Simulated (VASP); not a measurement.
Here is a VASP 6.6.1 calculation.

INCAR

```
SYSTEM = Ag2As
PREC = Accurate ; ENCUT = 600
EDIFF = 1E-7 ; ISMEAR = 0
SIGMA = 0.1 ; LREAL = .False.
LASPH = .True. ; NELM = 100
ALGO = Fast ; ISIF = 3
LWAVE = .False. ; LCHARG = .False.
GGA = PE ; IBRION = 2
NSW = 90 ; EDIFFG = -0.04
```

KPOINTS

```
Automatic mesh
0
Gamma
  6 6 4
  0 0 0
```

POSCAR

```
Ag2As
1.0
    3.8254052000      0.0000000000      0.0000000000
   -1.9127026000      3.3128980800      0.0000000000
    0.0000000000      0.0000000000      4.1314354000
Ag As
2 1
Direct
    0.3333333300      0.6666666700      0.5000000000
    0.6666666700      0.3333333300      0.5000000000
    0.0000000000      0.0000000000      0.0000000000
```

Potentials or basis: VASP PAW PBE potentials, release 64 (Ag, As).

Run with:

```bash
$ cat potpaw_PBE.64/Ag/POTCAR potpaw_PBE.64/As/POTCAR > POTCAR
$ mpirun -np 1 vasp_std > vasp.out
```

Question: What does it give for the space group after relaxing (to 0.05 Å)?

Answer: P6/mmm (No. 191).

Question: What does it give for the relaxed cell?

Answer: a = 4.672 Å, b = 4.672 Å, c = 3.052 Å, α = 90.00°, β = 90.00°, γ = 120.00°.

Question: Estimate the relaxed volume.

Answer: 19.24 Å³/atom.

Final structure:
```
Ag As
1.0
     4.67247    0.00000    0.00000
    -2.33623    4.04647    0.00000
     0.00000    0.00000    3.05220
Ag As
2 1
Cartesian
  0.0000 2.6976 1.5261
  2.3362 1.3488 1.5261
  0.0000 0.0000 0.0000
```

Caveat: the k points lie up to 0.51 Å⁻¹ apart in the final cell.
